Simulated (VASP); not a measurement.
# BP (F-43m) in VASP: further runs

Runs on BP. Level: PBE. Tasks: single point.

Program: VASP 6.6.1. These are calculated values, not measurements. Logs are shortened: lines on timing, memory, paths and dates and some standing lists are left out, and cuts for length are marked.

### 1 The cell of the first run

Symmetry: F-43m, No. 216, cubic system. Conventional cell: a = 4.548 Å, b = 4.548 Å, c = 4.548 Å, α = 90.00°, β = 90.00°, γ = 90.00°. B (site symmetry -43m) has 4 P at 1.97 Å within 2.6 Å. P (site symmetry -43m) has 4 B at 1.97 Å within 2.6 Å.

### 2 Single point, PBE

Contents of INCAR:

```
SYSTEM = BP
PREC = Accurate
ENCUT = 520
EDIFF = 1E-7
ISMEAR = 0
SIGMA = 0.02
LREAL = .False.
LASPH = .True.
NELM = 60
ALGO = Normal
ISIF = 2
LWAVE = .False.
LCHARG = .False.
GGA = PE
NBANDS = 11
```

Contents of KPOINTS:

```
regular mesh
0
Gamma
  10 10 10
  0 0 0
```

Contents of POSCAR:

```
BP
1.0
    0.0000000000      2.2741350292      2.2741350292
    2.2741350292      0.0000000000      2.2741350292
    2.2741350292      2.2741350292      0.0000000000
B P
1 1
Direct
    0.0000000000      0.0000000000      0.0000000000
    0.7500000000      0.7500000000      0.7500000000
```

Potentials or basis: VASP PAW PBE potentials, release 64 (B, P).

Run with:

```sh
> cat potpaw_PBE.64/B/POTCAR potpaw_PBE.64/P/POTCAR > POTCAR
> mpirun -np 1 vasp_std > vasp.out
```

OUTCAR:

```text
SYSTEM = BP
   PREC = Accurate
   ENCUT = 520
   EDIFF = 1E-7
   ISMEAR = 0
   LREAL = .False.
   LASPH = .True.
   NELM = 60
   ISIF = 2
   GGA = PE

 ion  position               nearest neighbor table
   1  0.000  0.000  0.000-   2 1.97   2 1.97   2 1.97   2 1.97
   2  0.750  0.750  0.750-   1 1.97   1 1.97   1 1.97   1 1.97

  LATTYP: Found a face centered cubic cell.
 ALAT       =     4.5482700584

  Lattice vectors:

 A1 = (   0.0000000000,   2.2741350292,   2.2741350292)
 A2 = (   2.2741350292,   0.0000000000,   2.2741350292)
 A3 = (   2.2741350292,   2.2741350292,   0.0000000000)

Analysis of symmetry for initial positions (statically):
=====================================================================
 Subroutine PRICEL returns:
 Original cell was already a primitive cell.

 Routine SETGRP: Setting up the symmetry group for a
 face centered cubic supercell.

 Subroutine GETGRP returns: Found 24 space group operations
 (whereof 24 operations were pure point group operations)
 out of a pool of 48 trial point group operations.

The static configuration has the point symmetry T_d .

Analysis of symmetry for dynamics (positions and initial velocities):
=====================================================================
 Subroutine PRICEL returns:
 Original cell was already a primitive cell.

 Routine SETGRP: Setting up the symmetry group for a
 face centered cubic supercell.

 Subroutine GETGRP returns: Found 24 space group operations
 (whereof 24 operations were pure point group operations)
 out of a pool of 48 trial point group operations.

The dynamic configuration has the point symmetry T_d .

 Subroutine INISYM returns: Found 24 space group operations
 (whereof 24 operations are pure point group operations),
 and found     1 'primitive' translations

----------------------------------------------------------------------------------------

                                     Primitive cell

  volume of cell :      23.5222

  direct lattice vectors                    reciprocal lattice vectors
     0.000000000  2.274135029  2.274135029    -0.219863814  0.219863814  0.219863814
     2.274135029  0.000000000  2.274135029     0.219863814 -0.219863814  0.219863814
     2.274135029  2.274135029  0.000000000     0.219863814  0.219863814 -0.219863814

  length of vectors
     3.216112601  3.216112601  3.216112601     0.380815296  0.380815296  0.380815296

  position of ions in fractional coordinates (direct lattice)
     0.000000000  0.000000000  0.000000000
     0.750000000  0.750000000  0.750000000

  ion indices of the primitive-cell ions
   primitive index   ion index
                 1           1
                 2           2

----------------------------------------------------------------------------------------

 KPOINTS: regular mesh

Automatic generation of k-mesh.
 Grid dimensions read from file:
 generate k-points for:   10   10   10

 Generating k-lattice:

  Cartesian coordinates                     Fractional coordinates (reciprocal lattice)
    -0.021986381  0.021986381  0.021986381     0.100000000  0.000000000  0.000000000
     0.021986381 -0.021986381  0.021986381     0.000000000  0.100000000  0.000000000
     0.021986381  0.021986381 -0.021986381     0.000000000  0.000000000  0.100000000

  Length of vectors
     0.038081530  0.038081530  0.038081530

  Shift w.r.t. Gamma in fractional coordinates (k-lattice)
     0.000000000  0.000000000  0.000000000

 Subroutine IBZKPT returns following result:
 ===========================================

 Found     47 irreducible k-points:

 Following reciprocal coordinates:
            Coordinates               Weight
  0.000000  0.000000  0.000000      1.000000
  0.100000  0.000000  0.000000      8.000000
  0.200000  0.000000  0.000000      8.000000
  0.300000  0.000000  0.000000      8.000000
  0.400000  0.000000  0.000000      8.000000
  0.500000  0.000000  0.000000      4.000000
[... 16 lines left out ...]
  0.300000  0.300000  0.000000      6.000000
  0.400000  0.300000  0.000000     24.000000
 [... further k-points ...]
   k-points           NKPTS =     47   k-points in BZ     NKDIM =     47   number of bands    NBANDS=     11
   number of dos      NEDOS =    301   number of ions     NIONS =      2
   total plane-waves  NPLWV =  13824
   dimension x,y,z NGX =    24 NGY =   24 NGZ =   24
   dimension x,y,z NGXF=    48 NGYF=   48 NGZF=   48
   ions per type =               1   1
   NGX,Y,Z   is equivalent  to a cutoff of  12.41, 12.41, 12.41 a.u.
   NGXF,Y,Z  is equivalent  to a cutoff of  24.81, 24.81, 24.81 a.u.
 SYSTEM =  BP
   PREC   = accura    normal or accurate (medium, high low for compatibility)
   ISTART =      0    job   : 0-new  1-cont  2-samecut
   ICHARG =      2    charge: 1-file 2-atom 10-const
   ISPIN  =      1    spin polarized calculation?
   LNONCOLLINEAR =      F non collinear calculations
   LSORBIT =      F    spin-orbit coupling
   LASPH  =      T    aspherical Exc in radial PAW
   ENCUT  =  520.0 eV  38.22 Ry    6.18 a.u.   5.98  5.98  5.98*2*pi/ulx,y,z
   NELM   =     60;   NELMIN=  2; NELMDL= -5     # of ELM steps
   EDIFF  = 0.1E-06   stopping-criterion for ELM
   LREAL  =      F    real-space projection
   EDIFFG = 0.1E-05   stopping-criterion for IOM
   NSW    =      0    number of steps for IOM
   IBRION =     -1    ionic relax: 0-MD 1-quasi-New 2-CG
   NFREE  =      0    steps in history (QN), initial steepest desc. (CG)
   ISIF   =      2    stress and relaxation
   ISYM   =      2    0-nonsym 1-usesym 2-fastsym
   POTIM  = 0.5000    time-step for ionic-motion
   TEBEG  =    0.0;   TEEND  =   0.0 temperature during run
   PSTRESS=    0.0 pullay stress
   NELECT =       8.0000    total number of electrons
   NUPDOWN=      -1.0000    fix difference up-down
   EMIN   =  10.00;   EMAX   =-10.00  energy-range for DOS
   EFERMI =   0.00;   METHOD = LEGACY
   ISMEAR =     0;   SIGMA  =   0.02  broadening in eV -4-tet -1-fermi 0-gaus
   EFERMI_NEDOS =   21; number of points for ismear=-14 and -15
   IALGO  =     38    algorithm
   IMIX   =      4    mixing-type and parameters
     AMIX     =   0.40;   BMIX     =  1.00
     AMIX_MAG =   1.60;   BMIX_MAG =  1.00
  volume/ion in A,a.u.               =      11.76        79.37
  Fermi-wavevector in a.u.,A,eV,Ry     =   1.142734  2.159455 17.767053  1.305842
  Thomas-Fermi vector in A             =   2.279431
   LORBIT       =      0    0 simple, 1 ext, 2 COOP (PROOUT), +10 PAW based schemes
   GGA     = PE    functional components
   LHFCALC =     F    Hartree Fock is set to
   AEXX    =    0.0000 exact exchange contribution
   IVDW    =     0    specifies the selected vdW correction
   LEPSILON=     F    determine dielectric tensor
   LRPA    =     F    only Hartree local field effects (RPA)
 non-spin polarized calculation
 Gauss-broadening in eV      SIGMA  =   0.02
  energy-cutoff  :      520.00
  volume of cell :       23.52
 maximum number of plane-waves:       644
   NGX = 11   NGY = 11   NGZ = 11

 number of electron       8.0000000 magnetization

 Free energy of the ion-electron system (eV)
  ---------------------------------------------------
  ext. energy  EPLUGINS =         0.00000000
  ---------------------------------------------------
  free energy    TOTEN  =       -12.93089853 eV

  energy without entropy =      -12.93089853  energy(sigma->0) =      -12.93089853

 E-fermi :   7.4763     XC(G=0): -10.8780

 val. band max:        7.3527952894   @ k =   0.0000   0.0000   0.0000
 cond. band min:       8.6012996427   @ k =   0.4000   0.4000   0.0000
 fundamental gap:      1.2485043533
 Fermi energy:         7.4762525876

 k-point     1 :       0.0000    0.0000    0.0000
  band No.  band energies     occupation
      1      -8.0472      2.00000
      2       7.3528      2.00000
      3       7.3528      2.00000
      4       7.3528      2.00000
      5      10.7436      0.00000
      6      10.7436      0.00000
      7      10.7436      0.00000
      8      14.6240      0.00000
      9      18.8202      0.00000
     10      19.4622      0.00000
     11      19.4622      0.00000

 k-point     2 :       0.1000    0.0000    0.0000
  band No.  band energies     occupation
      1      -7.8681      2.00000
      2       6.0556      2.00000
      3       7.0598      2.00000
      4       7.0598      2.00000
      5      11.1493      0.00000
      6      11.1493      0.00000
      7      11.1734      0.00000
      8      15.1521      0.00000
      9      18.7826      0.00000
     10      18.7826      0.00000
     11      19.3853      0.00000

 k-point     3 :       0.2000    0.0000    0.0000
  band No.  band energies     occupation
      1      -7.3376      2.00000
      2       3.7240      2.00000
      3       6.5035      2.00000
      4       6.5035      2.00000
      5      11.3590      0.00000
      6      11.8664      0.00000
      7      11.8664      0.00000
      8      16.3448      0.00000
      9      18.1843      0.00000
     10      18.1843      0.00000
     11      20.2429      0.00000

 k-point     4 :       0.3000    0.0000    0.0000
  band No.  band energies     occupation
      1      -6.4858      2.00000
      2       1.3764      2.00000
      3       6.0166      2.00000
      4       6.0166      2.00000
      5      11.2582      0.00000
      6      12.1990      0.00000
      7      12.1990      0.00000
      8      17.2837      0.00000
      9      18.7537      0.00000
     10      18.7537      0.00000
     11      20.4955      0.00000
[... 239 lines left out ...]
 k-point    22 :      -0.2000    0.2000    0.0000
  band No.  band energies     occupation
      1      -6.1961      2.00000
      2       2.1200      2.00000
      3       3.2074      2.00000
      4       6.1149      2.00000
      5      11.8106      0.00000
      6      12.6514      0.00000
      7      13.7106      0.00000
      8      15.6447      0.00000
      9      16.8499      0.00000
     10      20.9198      0.00000
     11      23.0687      0.00000

 k-point    23 :       0.3000    0.3000    0.0000
  band No.  band energies     occupation
      1      -5.9450      2.00000
      2       2.5271      2.00000
      3       4.1518      2.00000
      4       4.1518      2.00000
      5       8.8823      0.00000
      6      11.2660      0.00000
      7      16.1755      0.00000
      8      16.1755      0.00000
      9      20.3239      0.00000
     10      21.7070      0.00000
     11      23.8072      0.00000

 k-point    24 :       0.4000    0.3000    0.0000
  band No.  band energies     occupation
      1      -5.1256      2.00000
      2       1.2074      2.00000
      3       3.3296      2.00000
      4       3.8588      2.00000
      5       9.1696      0.00000
      6      10.9779      0.00000
      7      16.7824      0.00000
      8      16.7976      0.00000
      9      21.2745      0.00000
     10      22.5762      0.00000
     11      24.3146      0.00000

 [... further k-points ...]

------------------------ aborting loop because EDIFF is reached ----------------------------------------

  FORCE on cell =-STRESS in cart. coord.  units (eV):
  Direction    XX          YY          ZZ          XY          YZ          ZX
  --------------------------------------------------------------------------------------
  -------------------------------------------------------------------------------------
  Total       -0.0306599     -0.0306599     -0.0306599      0.0000000      0.0000000     -0.0000000
  in kB       -2.0883492     -2.0883492     -2.0883492      0.0000000      0.0000000     -0.0000000
  external PRESSURE =      -2.0883492 kB  Pullay stress =       0.0000000 kB

 VOLUME and BASIS-vectors are now :
 -----------------------------------------------------------------------------
  energy-cutoff  :      520.00
  volume of cell :       23.52
      direct lattice vectors                 reciprocal lattice vectors
     0.000000000  2.274135029  2.274135029    -0.219863814  0.219863814  0.219863814
     2.274135029  0.000000000  2.274135029     0.219863814 -0.219863814  0.219863814
     2.274135029  2.274135029  0.000000000     0.219863814  0.219863814 -0.219863814

 POSITION                                       TOTAL-FORCE (eV/Angst)
 -----------------------------------------------------------------------------------
      0.00000      0.00000      0.00000        -0.000000     -0.000000     -0.000000
      3.41120      3.41120      3.41120         0.000000      0.000000      0.000000
 -----------------------------------------------------------------------------------
    total drift:                               -0.000000     -0.000000     -0.000000

  FREE ENERGIE OF THE ION-ELECTRON SYSTEM (eV)
  ---------------------------------------------------
  free  energy   TOTEN  =       -12.9308985327 eV

  energy  without entropy=      -12.9308985327  energy(sigma->0) =      -12.93089853
```

It took 9.8 s on 1 thread of AMD EPYC 7R13 (Zen 3), shared host; peak memory 0.1 GiB.

What came out:

```yaml
Free_energy: -12.9309 eV
Pressure: -0.2 GPa
Band_gap_on_the_k_mesh: 1.25 eV, indirect (least direct gap 3.39 eV)
```

A k mesh can miss the band edges. Expect the measured gap to be larger: semilocal functionals such as PBE lack the derivative discontinuity.

### 3 Single point, PBE

Contents of INCAR:

```
  ALGO = Normal
  EDIFF = 1E-6
  ENCUT = 520
  GGA = PE
  ISIF = 2
  ISMEAR = 0
  LASPH = T
  LCHARG = F
  LREAL = F
  LWAVE = F
  NBANDS = 11
  NELM = 60
  PREC = Accurate
  SIGMA = 0.05
```

Contents of KPOINTS:

```
k-points
0
Gamma
  12 12 12
```

POSCAR is that of step 2.

Potentials or basis: VASP PAW PBE potentials, release 64 (B, P).

Run with:

```sh
> cat potpaw_PBE.64/B/POTCAR potpaw_PBE.64/P/POTCAR > POTCAR
> mpirun -np 1 vasp_std > vasp.out
```

OUTCAR:

```text
EDIFF = 1E-6
   ENCUT = 520
   GGA = PE
   ISIF = 2
   ISMEAR = 0
   LASPH = T
   LREAL = F
   NELM = 60
   PREC = Accurate

 ion  position               nearest neighbor table
   1  0.000  0.000  0.000-   2 1.97   2 1.97   2 1.97   2 1.97
   2  0.750  0.750  0.750-   1 1.97   1 1.97   1 1.97   1 1.97

  LATTYP: Found a face centered cubic cell.
 ALAT       =     4.5482700584

  Lattice vectors:

 A1 = (   0.0000000000,   2.2741350292,   2.2741350292)
 A2 = (   2.2741350292,   0.0000000000,   2.2741350292)
 A3 = (   2.2741350292,   2.2741350292,   0.0000000000)
[... 512 lines left out ...]
      7      13.6193      0.00000
      8      17.7127      0.00000
      9      19.2656      0.00000
     10      20.1307      0.00000
     11      23.4175      0.00000

 [... further k-points ...]
[... 5 lines left out ...]
  --------------------------------------------------------------------------------------
  -------------------------------------------------------------------------------------
  Total       -0.0312766     -0.0312766     -0.0312766      0.0000000      0.0000000     -0.0000000
  in kB       -2.1303520     -2.1303520     -2.1303520      0.0000000      0.0000000     -0.0000000
  external PRESSURE =      -2.1303520 kB  Pullay stress =       0.0000000 kB

 VOLUME and BASIS-vectors are now :
 -----------------------------------------------------------------------------
  energy-cutoff  :      520.00
  volume of cell :       23.52
      direct lattice vectors                 reciprocal lattice vectors
     0.000000000  2.274135029  2.274135029    -0.219863814  0.219863814  0.219863814
     2.274135029  0.000000000  2.274135029     0.219863814 -0.219863814  0.219863814
     2.274135029  2.274135029  0.000000000     0.219863814  0.219863814 -0.219863814

 POSITION                                       TOTAL-FORCE (eV/Angst)
 -----------------------------------------------------------------------------------
      0.00000      0.00000      0.00000         0.000000      0.000000      0.000000
      3.41120      3.41120      3.41120        -0.000000     -0.000000     -0.000000
 -----------------------------------------------------------------------------------
    total drift:                               -0.000000     -0.000000     -0.000000

  FREE ENERGIE OF THE ION-ELECTRON SYSTEM (eV)
  ---------------------------------------------------
  free  energy   TOTEN  =       -12.9311628222 eV

  energy  without entropy=      -12.9311628222  energy(sigma->0) =      -12.93116282
```

OSZICAR:

```text
N       E                     dE             d eps       ncg     rms          rms(c)
DAV:   1     0.101890592833E+02    0.10189E+02   -0.41065E+03  1584   0.666E+02
DAV:   2    -0.129249861587E+02   -0.23114E+02   -0.21898E+02  2115   0.110E+02
DAV:   3    -0.136214524675E+02   -0.69647E+00   -0.69443E+00  2031   0.164E+01
DAV:   4    -0.136242066755E+02   -0.27542E-02   -0.27539E-02  1800   0.122E+00
DAV:   5    -0.136242209886E+02   -0.14313E-04   -0.14313E-04  1949   0.882E-02    0.714E+00
DAV:   6    -0.130270963064E+02    0.59712E+00   -0.13712E+00  1782   0.504E+00    0.385E+00
DAV:   7    -0.129383707538E+02    0.88726E-01   -0.22651E-01  1975   0.237E+00    0.132E+00
DAV:   8    -0.129306307165E+02    0.77400E-02   -0.26262E-02  1852   0.923E-01    0.191E-01
DAV:   9    -0.129309552935E+02   -0.32458E-03   -0.70876E-04  1856   0.179E-01    0.120E-01
DAV:  10    -0.129311514854E+02   -0.19619E-03   -0.24863E-04  1784   0.989E-02    0.281E-02
DAV:  11    -0.129311619249E+02   -0.10440E-04   -0.11077E-05  2005   0.221E-02    0.326E-02
DAV:  12    -0.129311629416E+02   -0.10166E-05   -0.45303E-06  1758   0.105E-02    0.135E-02
DAV:  13    -0.129311628222E+02    0.11934E-06   -0.11992E-07   936   0.228E-03
   1 F= -.12931163E+02 E0= -.12931163E+02  d E =-.621326E-12
```

stdout:

```text
POSCAR found type information on POSCAR B P
 POSCAR found :  2 types and       2 ions
 scaLAPACK will be used
 LDA part: xc-table for (Slater+PW92), standard interpolation
 POSCAR, INCAR and KPOINTS ok, starting setup
 FFT: planning ... GRIDC
 FFT: planning ... GRID_SOFT
 FFT: planning ... GRID
 WAVECAR not read
 entering main loop
```

It took 14 s on 1 thread of AMD EPYC 7R13 (Zen 3), shared host; peak memory 0.11 GiB.

What came out:

| Quantity | Value |
| --- | --- |
| Free energy | -12.9312 eV |
| Pressure | -0.2 GPa |
| Band gap on the k mesh | 1.25 eV, indirect (least direct gap 3.39 eV) |

Levels at points of the mesh, in eV from the valence-band top:
```tsv
k point	band 2	band 3	band 4	band 5	band 6	band 7
(0.00, 0.00, 0.00)	0.00	0.00	0.00	3.39	3.39	3.39
(0.50, 0.00, 0.00)	-8.98	-1.75	-1.75	3.74	4.71	4.71
(0.50, 0.50, 0.00)	-8.55	-4.09	-4.09	1.35	1.67	12.06
```
